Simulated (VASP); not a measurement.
Write the native input for VASP 6.6.1 that does the following.

```yaml
Task: single point
Functional: LDA
Potentials_or_basis: VASP PAW LDA potentials, release 64 (Ta_pv, Ni)
Cutoff: 520 eV
k_mesh: 8 × 8 × 8
Occupations: fermi-dirac, width 0.05 eV
Spin: collinear spin
Starting_moments: "[0.15, 0.15, 0.15, 0.15] μB"
Fixed_moment: 0.6 μB
Dipole_correction: no
Further_INCAR_settings: ALGO = Normal; EDIFF = 1e-07; NBANDS = 32
```

The structure of TaNi3 lies in POSCAR:

```
TaNi3
1.0
    0.0000000000      2.5511481569      3.7045443348
    2.5463897099      0.0000000000      3.7045443348
    2.5463897099      2.5511481569      0.0000000000
Ta Ni
1 3
Direct
    0.0000000000      0.0000000000      0.0000000000
    0.5000000000      0.5000000000      0.5000000000
    0.2500000000      0.2500000000      0.2500000000
    0.7500000000      0.7500000000      0.7500000000
```

These files were run (other wordings do the same):

INCAR

```
SYSTEM = TaNi3
PREC = Accurate
ENCUT = 520
EDIFF = 1E-7
ISMEAR = -1
SIGMA = 0.05
LREAL = .False.
LASPH = .True.
NELM = 150
ALGO = Normal
ISIF = 2
LWAVE = .False.
LCHARG = .False.
ISPIN = 2
MAGMOM = 0.15 0.15 0.15 0.15
LORBIT = 11
NUPDOWN = 0.6
LMAXMIX = 4
NBANDS = 32
```

KPOINTS

```
regular mesh
0
Gamma
  8 8 8
  0 0 0
```

Potentials or basis: VASP PAW LDA potentials, release 64 (Ta_pv, Ni).

The run is started by

```sh
$ cat potpaw_LDA.64/Ta_pv/POTCAR potpaw_LDA.64/Ni/POTCAR > POTCAR
$ mpirun -np 1 vasp_std > vasp.out
```

It gave:

| Property | Result |
| --- | --- |
| Pressure | -8.8 GPa |
| Net moment | 0.60 μB per cell |
| Site moments | Ta +0.12; Ni +0.20, +0.11 (each value once) μB |
| Valence electrons inside the program's atomic spheres | Ta 8.92; Ni 9.49, 9.46 (each value once) |

Caveat: the cell stands under tension; the total moment is fixed, so each spin has its own Fermi level and the state may be an excited one.

Wall time 5.3 min on 1 thread of Oxide Virtual Turin-like Processor (shared host), peak memory 0.29 GiB.
